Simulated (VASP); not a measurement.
# HW8C8 in VASP: single point with PBE

Aim: the single point of HW8C8 with PBE.

Program: VASP 6.6.1. These are calculated values, not measurements. Logs are shortened: lines on timing, memory, paths and dates and some standing lists are left out, and cuts for length are marked.

### Step 1. The cell of the first run

The cell holds a slab with vacuum, 17 atoms: a = 5.789 Å, b = 5.789 Å, c = 16.248 Å, α = 90.00°, β = 90.00°, γ = 120.00°.

### Step 2. Single point, PBE

INCAR

```
ALGO = Normal
EDIFF = 1E-7
ENCUT = 520
GGA = PE
ISIF = 2
ISMEAR = 0
LASPH = T
LCHARG = F
LREAL = Auto
LWAVE = F
NBANDS = 86
NELM = 80
PREC = Accurate
SIGMA = 0.15
```

KPOINTS

```
k-points
0
Gamma
  5 5 1
```

POSCAR

```
HW8C8
1.0
    5.7891000000      0.0000000000      0.0000000000
   -2.8945500000      5.0135080000      0.0000000000
    0.0000000000      0.0000000000     16.2481650000
W C H
8 8 1
Direct
    0.0000000000      0.0000000000      0.0615454114
   -0.0001557900     -0.0063574248      0.2371764442
    0.0000000000      0.5000000000      0.0615454114
    0.0015768490      0.4962455430      0.2383537464
    0.5000000000      0.0000000000      0.0615454114
    0.5037116951     -0.0070272153      0.2354760061
    0.5000000000      0.5000000000      0.0615454114
    0.5002830266      0.4910416020      0.2386956312
    0.3338771354      0.1644798413      0.1434626002
    0.3313788496      0.1468885659      0.3117107070
    0.3333908222      0.6639014040      0.1426060727
    0.3372772769      0.6593566820      0.3064410043
    0.8346328390      0.1663463986      0.1420020661
    0.8337667567      0.1569398114      0.3057530497
    0.8324673876      0.6647772378      0.1430537541
    0.8338202577      0.6611745708      0.3073488606
    0.3477031326      1.0443485879      0.3660035456
```

Potentials or basis: VASP PAW PBE potentials, release 64 (W_sv, C, H).

The run is started by

```bash
> cat potpaw_PBE.64/W_sv/POTCAR potpaw_PBE.64/C/POTCAR potpaw_PBE.64/H/POTCAR > POTCAR
> mpirun -np 1 vasp_std > vasp.out
```

OUTCAR:

```text
EDIFF = 1E-7
   ENCUT = 520
   GGA = PE
   ISIF = 2
   ISMEAR = 0
   LASPH = T
   LREAL = Auto
   NELM = 80
   PREC = Accurate

 ion  position               nearest neighbor table
   1  0.000  0.000  0.062-  13 2.12   9 2.14  15 2.14   2 2.85   5 2.89   5 2.89   3 2.89   3 2.89
                             7 2.89   7 2.89
   2  1.000  0.994  0.237-  14 1.99  16 2.02  10 2.06  15 2.25   9 2.26  13 2.29   1 2.85   6 2.87
                             4 2.88   8 2.89   8 2.90   4 2.90   6 2.92
   3  0.000  0.500  0.062-  13 2.12  11 2.13  15 2.13   4 2.87   7 2.89   7 2.89   5 2.89   1 2.89
                             1 2.89   5 2.89
   4  0.002  0.496  0.238-  16 2.01  12 2.01  14 2.02  13 2.28  11 2.28  15 2.29   3 2.87   2 2.88
                             8 2.89   6 2.89   6 2.90   8 2.90   2 2.90
   5  0.500  0.000  0.062-   9 2.13  13 2.13  11 2.14   6 2.83   1 2.89   1 2.89   3 2.89   7 2.89
                             7 2.89   3 2.89
   6  0.504  0.993  0.235-  14 2.01  12 2.03  10 2.05  11 2.24  13 2.25   9 2.27   5 2.83   2 2.87
                             4 2.89   8 2.89   8 2.90   4 2.90   2 2.92
   7  0.500  0.500  0.062-  11 2.12  15 2.13   9 2.15   8 2.88   3 2.89   3 2.89   5 2.89   5 2.89
                             1 2.89   1 2.89
   8  0.500  0.491  0.239-  12 1.99  16 2.01  10 2.09   9 2.25  15 2.28  11 2.31   7 2.88   4 2.89
                             2 2.89   6 2.89   6 2.90   2 2.90   4 2.90
   9  0.334  0.164  0.143-   5 2.13   1 2.14   7 2.15   8 2.25   2 2.26   6 2.27
  10  0.331  0.147  0.312-  17 1.09   6 2.05   2 2.06   8 2.09
  11  0.333  0.664  0.143-   7 2.12   3 2.13   5 2.14   6 2.24   4 2.28   8 2.31
  12  0.337  0.659  0.306-   8 1.99   4 2.01   6 2.03
  13  0.835  0.166  0.142-   1 2.12   3 2.12   5 2.13   6 2.25   4 2.28   2 2.29
  14  0.834  0.157  0.306-   2 1.99   6 2.01   4 2.02
  15  0.832  0.665  0.143-   3 2.13   7 2.13   1 2.14   2 2.25   8 2.28   4 2.29
  16  0.834  0.661  0.307-   4 2.01   8 2.01   2 2.02
  17  0.348  0.044  0.366-  10 1.09

  LATTYP: Found a hexagonal cell.
 ALAT       =     5.7891000000
 C/A-ratio  =     2.8066823859

  Lattice vectors:

 A1 = (   5.7891000000,   0.0000000000,   0.0000000000)
 A2 = (  -2.8945500000,   5.0135080000,   0.0000000000)
 A3 = (   0.0000000000,   0.0000000000,  16.2481650000)

Analysis of symmetry for initial positions (statically):
=====================================================================
 Subroutine PRICEL returns:
 Original cell was already a primitive cell.

 Routine SETGRP: Setting up the symmetry group for a
 hexagonal supercell.

 Subroutine GETGRP returns: Found  1 space group operations
 (whereof  1 operations were pure point group operations)
 out of a pool of 24 trial point group operations.

[... 142 lines left out ...]
   PSTRESS=    0.0 pullay stress
   NELECT =     145.0000    total number of electrons
   NUPDOWN=      -1.0000    fix difference up-down
   EMIN   =  10.00;   EMAX   =-10.00  energy-range for DOS
   EFERMI =   0.00;   METHOD = LEGACY
   ISMEAR =     0;   SIGMA  =   0.15  broadening in eV -4-tet -1-fermi 0-gaus
   EFERMI_NEDOS =   21; number of points for ismear=-14 and -15
   IALGO  =     38    algorithm
   IMIX   =      4    mixing-type and parameters
     AMIX     =   0.40;   BMIX     =  1.00
     AMIX_MAG =   1.60;   BMIX_MAG =  1.00
  volume/ion in A,a.u.               =      27.74       187.20
  Fermi-wavevector in a.u.,A,eV,Ry     =   1.104956  2.088065 16.611742  1.220929
  Thomas-Fermi vector in A             =   2.241437
   LORBIT       =      0    0 simple, 1 ext, 2 COOP (PROOUT), +10 PAW based schemes
   GGA     = PE    functional components
   LHFCALC =     F    Hartree Fock is set to
   AEXX    =    0.0000 exact exchange contribution
   IVDW    =     0    specifies the selected vdW correction
   LEPSILON=     F    determine dielectric tensor
   LRPA    =     F    only Hartree local field effects (RPA)
 non-spin polarized calculation
 Gauss-broadening in eV      SIGMA  =   0.15
  energy-cutoff  :      520.00
  volume of cell :      471.58
 maximum number of plane-waves:     12709
 NGX is ok and might be reduce to    48
   NGX = 21   NGY = 21   NGZ = 61

 number of electron     144.9999991 magnetization

 Free energy of the ion-electron system (eV)
  ---------------------------------------------------
  ext. energy  EPLUGINS =         0.00000000
  ---------------------------------------------------
  free energy    TOTEN  =      -166.64098289 eV

  energy without entropy =     -166.57112125  energy(sigma->0) =     -166.60605207

 E-fermi :   0.5497     XC(G=0):  -6.1197

 val. band max:        0.4413954592   @ k =   0.0000   0.2000   0.0000
 cond. band min:       0.5632913964   @ k =  -0.2000   0.2000   0.0000
 fundamental gap:      0.1218959373
 Fermi energy:         0.5497239116

 k-point     1 :       0.0000    0.0000    0.0000
  band No.  band energies     occupation
      1     -73.3921      2.00000
      2     -73.3755      2.00000
      3     -73.3452      2.00000
      4     -73.3249      2.00000
      5     -73.3212      2.00000
      6     -73.3186      2.00000
[... 1120 lines left out ...]
     83       2.7912      0.00000
     84       2.8319      0.00000
 [bands above 84 left out]

------------------------ aborting loop because EDIFF is reached ----------------------------------------

  FORCE on cell =-STRESS in cart. coord.  units (eV):
  Direction    XX          YY          ZZ          XY          YZ          ZX
  --------------------------------------------------------------------------------------
  -------------------------------------------------------------------------------------
  Total       12.4119305      9.0322654      3.8561524     -0.8012188      2.6521201     -1.9099345
  in kB       42.1689545     30.6867002     13.1010977     -2.7221035      9.0104544     -6.4889133
  external PRESSURE =      28.6522508 kB  Pullay stress =       0.0000000 kB

 VOLUME and BASIS-vectors are now :
 -----------------------------------------------------------------------------
  energy-cutoff  :      520.00
  volume of cell :      471.58
      direct lattice vectors                 reciprocal lattice vectors
     5.789100000  0.000000000  0.000000000     0.172738422  0.099730568  0.000000000
    -2.894550000  5.013508000  0.000000000     0.000000000  0.199461136  0.000000000
     0.000000000  0.000000000 16.248165000     0.000000000  0.000000000  0.061545411

 POSITION                                       TOTAL-FORCE (eV/Angst)
 -----------------------------------------------------------------------------------
      0.00000      0.00000      1.00000         0.170426     -0.066730     -0.204412
      2.91205      4.98163      3.85368         0.029586     -0.030283     -0.060375
     -1.44728      2.50675      1.00000         0.044432     -0.019713     -0.138660
     -1.42728      2.48793      3.87281         0.016194     -0.040080     -0.045166
      2.89455      0.00000      1.00000        -0.001141     -0.070364     -0.407472
      0.04183      4.97828      3.82605         0.007933     -0.049164     -0.065802
[... 9 lines left out ...]
      2.91327      3.31480      4.99385         0.024359     -0.044150      0.079319
      1.88452      0.22234      5.94689        -0.564773      0.780726      0.778373
 -----------------------------------------------------------------------------------
    total drift:                                0.016440     -0.020632     -0.010238

  FREE ENERGIE OF THE ION-ELECTRON SYSTEM (eV)
  ---------------------------------------------------
  free  energy   TOTEN  =      -166.6409828868 eV

  energy  without entropy=     -166.5711212496  energy(sigma->0) =     -166.60605207
```

OSZICAR:

```text
N       E                     dE             d eps       ncg     rms          rms(c)
DAV:   1     0.171975192662E+04    0.17198E+04   -0.84534E+04  2676   0.159E+03
DAV:   2    -0.818712911540E+02   -0.18016E+04   -0.17650E+04  2610   0.482E+02
DAV:   3    -0.188976928553E+03   -0.10711E+03   -0.10313E+03  2712   0.115E+02
[... 23 lines left out ...]
DAV:  27    -0.166640980881E+03   -0.43306E-05   -0.14497E-07  1560   0.128E-03    0.357E-04
DAV:  28    -0.166640982432E+03   -0.15504E-05   -0.78168E-08  1576   0.746E-04    0.169E-04
DAV:  29    -0.166640982729E+03   -0.29722E-06   -0.13107E-08  1468   0.391E-04    0.992E-05
DAV:  30    -0.166640982877E+03   -0.14756E-06   -0.10721E-08  1492   0.223E-04    0.456E-05
DAV:  31    -0.166640982887E+03   -0.10263E-07   -0.70620E-10  1330   0.126E-04
   1 F= -.16664098E+03 E0= -.16660605E+03  d E =-.698616E-01
```

stdout:

```text
POSCAR found type information on POSCAR W C H
 POSCAR found :  3 types and      17 ions
 scaLAPACK will be used
 LDA part: xc-table for (Slater+PW92), standard interpolation
 POSCAR, INCAR and KPOINTS ok, starting setup
 FFT: planning ... GRIDC
 FFT: planning ... GRID_SOFT
 FFT: planning ... GRID
 WAVECAR not read
 entering main loop
```

Wall time 27 min (1 thread of Intel Xeon Platinum 8259CL at 2.50GHz (Skylake/Cascade Lake), shared host); peak memory 0.8 GiB.

Results:

| Quantity | Value |
| --- | --- |
| Free energy | -166.6410 eV |
| Largest force | 1.239 eV/Å |
| Band gap on the k mesh | zero (an odd number of electrons rules out a gap without spin polarisation) |

Forces in eV/Å, atoms in the order of the input:
```
W    0.170 -0.067 -0.204
W    0.030 -0.030 -0.060
W    0.044 -0.020 -0.139
W    0.016 -0.040 -0.045
W   -0.001 -0.070 -0.407
W    0.008 -0.049 -0.066
W    0.079 -0.240 -0.005
W    0.027 -0.031 -0.066
C    0.012 -0.023  0.007
C    0.050 -0.024  0.045
C    0.007 -0.022 -0.019
C    0.085 -0.007  0.025
C    0.011  0.001 -0.005
C   -0.005 -0.100  0.077
C    0.008 -0.014  0.005
C    0.024 -0.044  0.079
H   -0.565  0.781  0.778
```

Caveat: spin-orbit coupling is left out, which moves the levels of the heavy elements.
